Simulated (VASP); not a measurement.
# Sn: single point with BLYP

Crystal: Sn.

```
CELL_PARAMETERS angstrom
3.50819 0.00000 0.00000
-1.75410 3.03818 0.00000
0.00000 0.00000 11.55150
ATOMIC_POSITIONS crystal
Sn 0.00000 0.00000 0.00000
Sn 0.00000 0.00000 0.50000
Sn 0.33333 0.66667 0.25000
Sn 0.66667 0.33333 0.75000
```

```yaml
Program: VASP 6.6.1
Task: single point
Functional: BLYP
Potentials_or_basis: VASP PAW PBE potentials, release 64 (Sn_d)
Cutoff: 520 eV
k_mesh: 12 × 12 × 3
Occupations: fermi-dirac, width 0.1 eV
Spin: no spin polarisation
```

```
Pressure               : 0.1 GPa
Band gap on the k mesh : zero (band 28 reaches 12.22 eV, above the bottom of band 29 at 5.12 eV)
```

Stress tensor (GPa, compression positive):
```
 0.18  0.00  0.00
 0.00  0.18  0.00
 0.00  0.00 -0.11
```

Levels at points of the mesh, in eV from the Fermi level:
```csv
k point,band 25,band 26,band 27,band 28,band 29,band 30,band 31,band 32
"(0.00, 0.00, 0.00)",-3.90,0.72,0.73,4.97,4.97,5.61,5.61,5.69
"(0.50, 0.00, 0.00)",-3.72,-3.46,-2.03,-1.62,-0.14,0.61,1.91,3.05
```

It took 77 s on 1 thread of Intel(R) Xeon(R) 6975P-C (Granite Rapids) (shared host), peak memory 0.31 GiB.

Caveat: the PAW data sets were made with another functional, which shifts forces and pressure a little; spin-orbit coupling is left out, which moves the levels of the heavy elements.
